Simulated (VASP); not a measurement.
# Ta4C in VASP: further runs

The runs below take Ta4C through relaxation of the atoms, with PBE.

Everything below comes from runs of VASP 6.6.1. Logs are shortened: lines on timing, memory, paths and dates and some standing lists are left out, and cuts for length are marked.

### Step 1. The cell of the first run

The cell holds a slab with vacuum, 5 atoms: a = 3.319 Å, b = 3.319 Å, c = 20.300 Å, α = 90.00°, β = 90.00°, γ = 90.00°.

### Step 2. Relaxation of the atoms, PBE

INCAR reads:

```
SYSTEM = Ta4C
PREC = Accurate
ENCUT = 520
EDIFF = 1E-6
ISMEAR = 0
SIGMA = 0.1
LREAL = .False.
LASPH = .True.
NELM = 100
ALGO = Fast
ISIF = 2
LWAVE = .False.
LCHARG = .False.
LDIPOL = .True.
IDIPOL = 3
DIPOL = 0.5 0.5 0.357
GGA = PE
IBRION = 2
NSW = 36
EDIFFG = -0.025
```

KPOINTS reads:

```
regular mesh
0
Gamma
  8 8 1
  0 0 0
```

POSCAR reads:

```
Ta4C
1.0
    3.3189671336      0.0000000000      0.0000000000
    0.0000000000      3.3189671336      0.0000000000
    0.0000000000      0.0000000000     20.2996557667
Ta C
4 1
Selective dynamics
Direct
    0.5000000000      0.5000000000      0.1970476764  F F F
    0.0000000000      0.0000000000      0.2787970216  F F F
    0.5000000000      0.5000000000      0.3599139024  F F F
    0.0000000000      0.0000000000      0.4334879304  F F F
    0.0000000000      0.3750000000      0.5142774777  F F T
```

Potentials or basis: VASP PAW PBE potentials, release 64 (Ta_pv, C).

Launch:

```bash
$ cat potpaw_PBE.64/Ta_pv/POTCAR potpaw_PBE.64/C/POTCAR > POTCAR
$ mpirun -np 1 vasp_std > vasp.out
```

OUTCAR:

```text
SYSTEM = Ta4C
   PREC = Accurate
   ENCUT = 520
   EDIFF = 1E-6
   ISMEAR = 0
   LREAL = .False.
   LASPH = .True.
   NELM = 100
   ISIF = 2
   GGA = PE
   IBRION = 2
   NSW = 36
   EDIFFG = -0.025

 ion  position               nearest neighbor table
   1  0.500  0.500  0.197-   2 2.87   2 2.87   2 2.87   2 2.87   3 3.31
   2  0.000  0.000  0.279-   3 2.87   3 2.87   3 2.87   3 2.87   1 2.87   1 2.87   1 2.87   1 2.87
                             4 3.14
   3  0.500  0.500  0.360-   4 2.78   4 2.78   4 2.78   4 2.78   2 2.87   2 2.87   2 2.87   2 2.87
                             1 3.31
   4  0.000  0.000  0.433-   5 2.06   5 2.64   3 2.78   3 2.78   3 2.78   3 2.78   2 3.14
   5  0.000  0.375  0.514-   4 2.06   4 2.64

  LATTYP: Found a simple tetragonal cell.
 ALAT       =     3.3189671336
 C/A-ratio  =     6.1162569407

  Lattice vectors:

 A1 = (   3.3189671336,   0.0000000000,   0.0000000000)
 A2 = (   0.0000000000,   3.3189671336,   0.0000000000)
 A3 = (   0.0000000000,   0.0000000000,  20.2996557667)

Analysis of symmetry for initial positions (statically):
=====================================================================
 Subroutine PRICEL returns:
 Original cell was already a primitive cell.

 Routine SETGRP: Setting up the symmetry group for a
 simple tetragonal supercell.

 Subroutine GETGRP returns: Found  2 space group operations
 (whereof  2 operations were pure point group operations)
 out of a pool of 16 trial point group operations.

The static configuration has the point symmetry C_1h.

Analysis of symmetry for dynamics (positions and initial velocities):
=====================================================================
 Subroutine PRICEL returns:
 Original cell was already a primitive cell.

 Routine SETGRP: Setting up the symmetry group for a
 simple tetragonal supercell.

 Subroutine GETGRP returns: Found  2 space group operations
 (whereof  2 operations were pure point group operations)
 out of a pool of 16 trial point group operations.

The dynamic configuration has the point symmetry C_1h.

Analysis of constrained symmetry for selective dynamics:
=====================================================================
 Subroutine PRICEL returns:
 Original cell was already a primitive cell.

 Routine SETGRP: Setting up the symmetry group for a
 simple tetragonal supercell.

 Subroutine GETGRP returns: Found  2 space group operations
 (whereof  2 operations were pure point group operations)
 out of a pool of 16 trial point group operations.

The constrained configuration has the point symmetry C_1h.

 Subroutine INISYM returns: Found  2 space group operations
 (whereof  2 operations are pure point group operations),
 and found     1 'primitive' translations

----------------------------------------------------------------------------------------

                                     Primitive cell

  volume of cell :     223.6117

  direct lattice vectors                    reciprocal lattice vectors
     3.318967134  0.000000000  0.000000000     0.301298555  0.000000000  0.000000000
     0.000000000  3.318967134  0.000000000     0.000000000  0.301298555  0.000000000
     0.000000000  0.000000000 20.299655767     0.000000000  0.000000000  0.049261919

  length of vectors
     3.318967134  3.318967134 20.299655767     0.301298555  0.301298555  0.049261919

  position of ions in fractional coordinates (direct lattice)
     0.500000000  0.500000000  0.197047676
     0.000000000  0.000000000  0.278797022
     0.500000000  0.500000000  0.359913902
     0.000000000  0.000000000  0.433487930
     0.000000000  0.375000000  0.514277478

  ion indices of the primitive-cell ions
   primitive index   ion index
                 1           1
                 2           2
                 3           3
                 4           4
                 5           5

----------------------------------------------------------------------------------------

 KPOINTS: regular mesh

Automatic generation of k-mesh.
 Grid dimensions read from file:
 generate k-points for:    8    8    1

 Generating k-lattice:

  Cartesian coordinates                     Fractional coordinates (reciprocal lattice)
     0.037662319  0.000000000  0.000000000     0.125000000  0.000000000  0.000000000
     0.000000000  0.037662319  0.000000000     0.000000000  0.125000000  0.000000000
     0.000000000  0.000000000  0.049261919     0.000000000  0.000000000  1.000000000

  Length of vectors
     0.037662319  0.037662319  0.049261919

  Shift w.r.t. Gamma in fractional coordinates (k-lattice)
     0.000000000  0.000000000  0.000000000

 Subroutine IBZKPT returns following result:
 ===========================================

 Found     25 irreducible k-points:

 Following reciprocal coordinates:
            Coordinates               Weight
  0.000000  0.000000  0.000000      1.000000
  0.125000  0.000000  0.000000      2.000000
  0.000000  0.125000  0.000000      2.000000
  0.250000  0.000000  0.000000      2.000000
  0.000000  0.250000  0.000000      2.000000
  0.375000  0.000000  0.000000      2.000000
[... 16 lines left out ...]
  0.500000  0.375000  0.000000      2.000000
 -0.375000  0.500000  0.000000      2.000000
   k-points           NKPTS =     25   k-points in BZ     NKDIM =     25   number of bands    NBANDS=     28
   number of dos      NEDOS =    301   number of ions     NIONS =      5
   total plane-waves  NPLWV = 125440
   dimension x,y,z NGX =    28 NGY =   28 NGZ =  160
   dimension x,y,z NGXF=    56 NGYF=   56 NGZF=  320
   ions per type =               4   1
   NGX,Y,Z   is equivalent  to a cutoff of  14.03, 14.03, 13.10 a.u.
   NGXF,Y,Z  is equivalent  to a cutoff of  28.05, 28.05, 26.21 a.u.
 SYSTEM =  Ta4C
   PREC   = accura    normal or accurate (medium, high low for compatibility)
   ISTART =      0    job   : 0-new  1-cont  2-samecut
   ICHARG =      2    charge: 1-file 2-atom 10-const
   ISPIN  =      1    spin polarized calculation?
   LNONCOLLINEAR =      F non collinear calculations
   LSORBIT =      F    spin-orbit coupling
   LASPH  =      T    aspherical Exc in radial PAW
   ENCUT  =  520.0 eV  38.22 Ry    6.18 a.u.   6.17  6.17 37.74*2*pi/ulx,y,z
   NELM   =    100;   NELMIN=  2; NELMDL= -5     # of ELM steps
   EDIFF  = 0.1E-05   stopping-criterion for ELM
   LREAL  =      F    real-space projection
   EDIFFG = -.3E-01   stopping-criterion for IOM
   NSW    =     36    number of steps for IOM
   IBRION =      2    ionic relax: 0-MD 1-quasi-New 2-CG
   NFREE  =      1    steps in history (QN), initial steepest desc. (CG)
   ISIF   =      2    stress and relaxation
   ISYM   =      2    0-nonsym 1-usesym 2-fastsym
   POTIM  = 0.5000    time-step for ionic-motion
   TEBEG  =    0.0;   TEEND  =   0.0 temperature during run
   PSTRESS=    0.0 pullay stress
   NELECT =      48.0000    total number of electrons
   NUPDOWN=      -1.0000    fix difference up-down
   EMIN   =  10.00;   EMAX   =-10.00  energy-range for DOS
   EFERMI =   0.00;   METHOD = LEGACY
   ISMEAR =     0;   SIGMA  =   0.10  broadening in eV -4-tet -1-fermi 0-gaus
   EFERMI_NEDOS =   21; number of points for ismear=-14 and -15
   IALGO  =     68    algorithm
   IMIX   =      4    mixing-type and parameters
     AMIX     =   0.40;   BMIX     =  1.00
     AMIX_MAG =   1.60;   BMIX_MAG =  1.00
  volume/ion in A,a.u.               =      44.72       301.80
  Fermi-wavevector in a.u.,A,eV,Ry     =   0.980220  1.852348 13.072912  0.960832
  Thomas-Fermi vector in A             =   2.111134
   LORBIT       =      0    0 simple, 1 ext, 2 COOP (PROOUT), +10 PAW based schemes
   GGA     = PE    functional components
   LHFCALC =     F    Hartree Fock is set to
   AEXX    =    0.0000 exact exchange contribution
   IVDW    =     0    specifies the selected vdW correction
   LEPSILON=     F    determine dielectric tensor
   LRPA    =     F    only Hartree local field effects (RPA)
 conjugate gradient relaxation of ions
 non-spin polarized calculation
 RMM-DIIS sequential band-by-band and
 Gauss-broadening in eV      SIGMA  =   0.10
  energy-cutoff  :      520.00
  volume of cell :      223.61
 maximum number of plane-waves:      6059
 NGX is ok and might be reduce to    28
   NGX = 13   NGY = 13   NGZ = 75

 dipolmoment           0.000000      0.000000     -0.156505 electrons x Angstroem

--------------------------------------- Ionic step        1  -------------------------------------------

 number of electron      47.9999996 magnetization

 Free energy of the ion-electron system (eV)
  ---------------------------------------------------
  ext. energy  EPLUGINS =         0.00000000
  ---------------------------------------------------
  free energy    TOTEN  =       -49.54451093 eV

  energy without entropy =      -49.51635218  energy(sigma->0) =      -49.53043155

------------------------ aborting loop because EDIFF is reached ----------------------------------------

  FORCE on cell =-STRESS in cart. coord.  units (eV):
  Direction    XX          YY          ZZ          XY          YZ          ZX
  --------------------------------------------------------------------------------------
  -------------------------------------------------------------------------------------
  Total       -2.6379928     -4.8768018     -4.5327355      0.0000000      0.6216827      0.0000000
  in kB      -18.9012101    -34.9422693    -32.4770356      0.0000000      4.4543548      0.0000000
  external PRESSURE =     -28.7735050 kB  Pullay stress =       0.0000000 kB
[... 182 lines left out ...]
--------------------------------------- Ionic step        6  -------------------------------------------

 number of electron      47.9999995 magnetization

 dipolmoment           0.000000      0.000000      0.156046 electrons x Angstroem

 Free energy of the ion-electron system (eV)
  ---------------------------------------------------
  ext. energy  EPLUGINS =         0.00000000
  ---------------------------------------------------
  free energy    TOTEN  =       -50.01511149 eV

  energy without entropy =      -49.99008674  energy(sigma->0) =      -50.00259912

 E-fermi :  -1.2281     XC(G=0):  -5.5631

 val. band max:       -1.2496286927   @ k =   0.2500   0.2500   0.0000
 cond. band min:      -1.2142076423   @ k =   0.0000   0.1250   0.0000
 fundamental gap:      0.0354210505
 Fermi energy:        -1.2280562022

 k-point     1 :       0.0000    0.0000    0.0000
  band No.  band energies     occupation
      1     -36.1968      2.00000
      2     -36.0132      2.00000
      3     -36.0056      2.00000
      4     -35.5039      2.00000
      5     -35.4405      2.00000
      6     -35.3884      2.00000
[... 733 lines left out ...]
     27      -0.1784      0.00000
     28       0.4586      0.00000

 [... further k-points ...]

------------------------ aborting loop because EDIFF is reached ----------------------------------------

 vacuum level on the upper side and lower side of the slab       (xc-potential included)         1.121        -1.454

  FORCE on cell =-STRESS in cart. coord.  units (eV):
  Direction    XX          YY          ZZ          XY          YZ          ZX
  --------------------------------------------------------------------------------------
  -------------------------------------------------------------------------------------
  Total       -1.5744277     -1.7175458      0.5533815      0.0000000      3.5730154      0.0000000
  in kB      -11.2807695    -12.3062101      3.9649768      0.0000000     25.6006441      0.0000000
  external PRESSURE =      -6.5406676 kB  Pullay stress =       0.0000000 kB
[... 20 lines left out ...]
  FREE ENERGIE OF THE ION-ELECTRON SYSTEM (eV)
  ---------------------------------------------------
  free  energy   TOTEN  =       -50.0151114920 eV

  energy  without entropy=      -49.9900867407  energy(sigma->0) =      -50.00259912

 reached required accuracy - stopping structural energy minimisation

 vacuum level on the upper side and lower side of the slab         5.203         2.561
```

It took 20 min on 1 thread of Oxide Virtual Turin-like, shared host; peak memory 0.41 GiB.

Results:

| Item | Value |
| --- | --- |
| Free energy | -50.0151 eV |
| Energy gained by relaxing | 94.1 meV/atom |
| Ionic steps | 6 |
| Band gap on the k mesh | zero (bands 24 and 25 overlap by 0.34 eV) |

Step by step:
| step | energy change (eV) | largest force on free atoms (eV/Å) | pressure (GPa) |
| --- | --- | --- | --- |
| 1 | 0.0000 | 2.9468 | -2.88 |
| 2 | -0.3457 | 1.7977 | -1.90 |
| 3 | -0.4699 | 0.1553 | -0.55 |
| 4 | -0.4706 | 0.0362 | -0.68 |
| 5 | -0.4705 | 0.0593 | -0.62 |
| 6 | -0.4706 | 0.0019 | -0.65 |

Final structure:
```
CELL_PARAMETERS angstrom
3.31897 0.00000 0.00000
0.00000 3.31897 0.00000
0.00000 0.00000 20.29966
ATOMIC_POSITIONS crystal
Ta 0.50000 0.50000 0.19705
Ta 0.00000 0.00000 0.27880
Ta 0.50000 0.50000 0.35991
Ta 0.00000 0.00000 0.43349
C 0.00000 0.37500 0.50092
```

Levels at points of the mesh, in eV from the Fermi level:
```
           k point  band 20  band 21  band 22  band 23  band 24  band 25  band 26  band 27  band 28
(0.00, 0.00, 0.00)    -1.45    -0.44    -0.27    -0.14     0.30     0.33     0.55     0.95     1.09
(0.50, 0.00, 0.00)    -1.50    -1.43    -0.84    -0.55    -0.11     0.23     0.78     1.10     1.37
(0.00, 0.50, 0.00)    -1.49    -1.19    -1.01    -0.50    -0.27     0.21     0.49     0.91     1.33
(0.50, 0.50, 0.00)    -1.62    -1.55    -0.85    -0.65    -0.56     0.51     1.04     2.04     2.06
```

Caveat: spin-orbit coupling is left out, which moves the levels of the heavy elements.

### Step 3. Relaxation of the atoms, PBE

INCAR reads:

```
ALGO = Fast
DIPOL = 0.5 0.5 0.349
EDIFF = 1E-6
EDIFFG = -0.025
ENCUT = 520
GGA = PE
IBRION = 2
IDIPOL = 3
ISIF = 2
ISMEAR = 0
LASPH = T
LCHARG = F
LDIPOL = T
LREAL = F
LWAVE = F
NELM = 60
NSW = 36
PREC = Accurate
SIGMA = 0.1
```

KPOINTS reads:

```
k-points
0
Gamma
  8 8 1
```

POSCAR, as its differences from that of step 2:

```diff
@@ -13,2 +13,2 @@
     0.0000000000      0.0000000000      0.4334879304  F F F
-    0.0000000000      0.3750000000      0.5142774777  F F T
+    0.3750000000      0.5000000000      0.4748679425  F F T
```

Potentials or basis: VASP PAW PBE potentials, release 64 (Ta_pv, C).

Launch:

```bash
$ cat potpaw_PBE.64/Ta_pv/POTCAR potpaw_PBE.64/C/POTCAR > POTCAR
$ mpirun -np 1 vasp_std > vasp.out
```

OUTCAR:

```text
EDIFF = 1E-6
   EDIFFG = -0.025
   ENCUT = 520
   GGA = PE
   IBRION = 2
   ISIF = 2
   ISMEAR = 0
   LASPH = T
   LREAL = F
   NELM = 60
   NSW = 36
   PREC = Accurate

 ion  position               nearest neighbor table
   1  0.500  0.500  0.197-   2 2.87   2 2.87   2 2.87   2 2.87   3 3.31
   2  0.000  0.000  0.279-   3 2.87   3 2.87   3 2.87   3 2.87   1 2.87   1 2.87   1 2.87   1 2.87
                             4 3.14
   3  0.500  0.500  0.360-   5 2.37   4 2.78   4 2.78   4 2.78   4 2.78   2 2.87   2 2.87   2 2.87
                             2 2.87   1 3.31
   4  0.000  0.000  0.433-   5 2.24   5 2.24   3 2.78   3 2.78   3 2.78   3 2.78   5 2.79   5 2.79
                             2 3.14
   5  0.375  0.500  0.475-   4 2.24   4 2.24   3 2.37   4 2.79   4 2.79

  LATTYP: Found a simple tetragonal cell.
 ALAT       =     3.3189671336
[... 414 lines left out ...]

 val. band max:       -0.7030119321   @ k =   0.0000   0.1250   0.0000
 cond. band min:      -0.6891733761   @ k =  -0.1250   0.3750   0.0000
 fundamental gap:      0.0138385559
 Fermi energy:        -0.6980667549

 k-point     1 :       0.0000    0.0000    0.0000
  band No.  band energies     occupation
      1     -35.4957      2.00000
      2     -35.3466      2.00000
      3     -35.3282      2.00000
      4     -35.2925      2.00000
      5     -35.2818      2.00000
      6     -35.2029      2.00000
[... 733 lines left out ...]
     27       1.1072      0.00000
     28       1.6749      0.00000

 [... further k-points ...]

------------------------ aborting loop because EDIFF is reached ----------------------------------------

 vacuum level on the upper side and lower side of the slab       (xc-potential included)         0.231        -0.585

  FORCE on cell =-STRESS in cart. coord.  units (eV):
  Direction    XX          YY          ZZ          XY          YZ          ZX
  --------------------------------------------------------------------------------------
  -------------------------------------------------------------------------------------
  Total       -3.0864078     -3.8821621      3.7454482      0.0000000      0.0000000     -0.8123089
  in kB      -22.1141023    -27.8156792     26.8361243      0.0000000      0.0000000     -5.8201904
  external PRESSURE =      -7.6978857 kB  Pullay stress =       0.0000000 kB
[... 20 lines left out ...]
  FREE ENERGIE OF THE ION-ELECTRON SYSTEM (eV)
  ---------------------------------------------------
  free  energy   TOTEN  =       -52.9418000347 eV

  energy  without entropy=      -52.9118317089  energy(sigma->0) =      -52.92681587

 reached required accuracy - stopping structural energy minimisation

 vacuum level on the upper side and lower side of the slab         4.019         3.179
```

OSZICAR:

```text
N       E                     dE             d eps       ncg     rms          rms(c)
DAV:   1     0.365679848276E+03    0.36568E+03   -0.26897E+04  1840   0.149E+03
DAV:   2    -0.379127379151E+02   -0.40359E+03   -0.39564E+03  1696   0.372E+02
[... 97 lines left out ...]
DAV:   1    -0.529417980504E+02   -0.61023E-04   -0.16905E-02  1500   0.627E-01    0.415E-02
RMM:   2    -0.529418121388E+02   -0.14088E-04   -0.19766E-04  1451   0.662E-02    0.286E-02
RMM:   3    -0.529418535461E+02   -0.41407E-04   -0.13880E-04  1631   0.382E-02    0.314E-02
RMM:   4    -0.529417986061E+02    0.54940E-04   -0.35220E-05  1208   0.243E-02    0.527E-03
RMM:   5    -0.529417997884E+02   -0.11823E-05   -0.13500E-05  1329   0.115E-02    0.241E-03
RMM:   6    -0.529418000347E+02   -0.24633E-06   -0.20228E-06   880   0.540E-03
   6 F= -.52941800E+02 E0= -.52926816E+02  d E =-.625965E-04
```

Wall time 27 min (1 thread of Oxide Virtual Turin-like, shared host); peak memory 0.41 GiB.

Results:

- Free energy: -52.9418 eV
- Energy gained by relaxing: 106.4 meV/atom
- Ionic steps: 6
- Band gap on the k mesh: zero (bands 24 and 25 overlap by 0.46 eV)

Step by step:
| step | energy change (eV) | largest force on free atoms (eV/Å) | pressure (GPa) |
| --- | --- | --- | --- |
| 1 | 0.0000 | 3.0522 | -3.04 |
| 2 | -0.3758 | 1.9424 | -2.12 |
| 3 | -0.5310 | 0.1923 | -0.65 |
| 4 | -0.5320 | 0.0519 | -0.80 |
| 5 | -0.5320 | 0.0470 | -0.74 |
| 6 | -0.5321 | 0.0009 | -0.77 |

Final structure:
```
CELL_PARAMETERS angstrom
3.31897 0.00000 0.00000
0.00000 3.31897 0.00000
0.00000 0.00000 20.29966
ATOMIC_POSITIONS crystal
Ta 0.50000 0.50000 0.19705
Ta 0.00000 0.00000 0.27880
Ta 0.50000 0.50000 0.35991
Ta 0.00000 0.00000 0.43349
C 0.37500 0.50000 0.46032
```

Caveat: spin-orbit coupling is left out, which moves the levels of the heavy elements.

The gap in the log of VASP goes by the Fermi energy; the results here count the filled bands.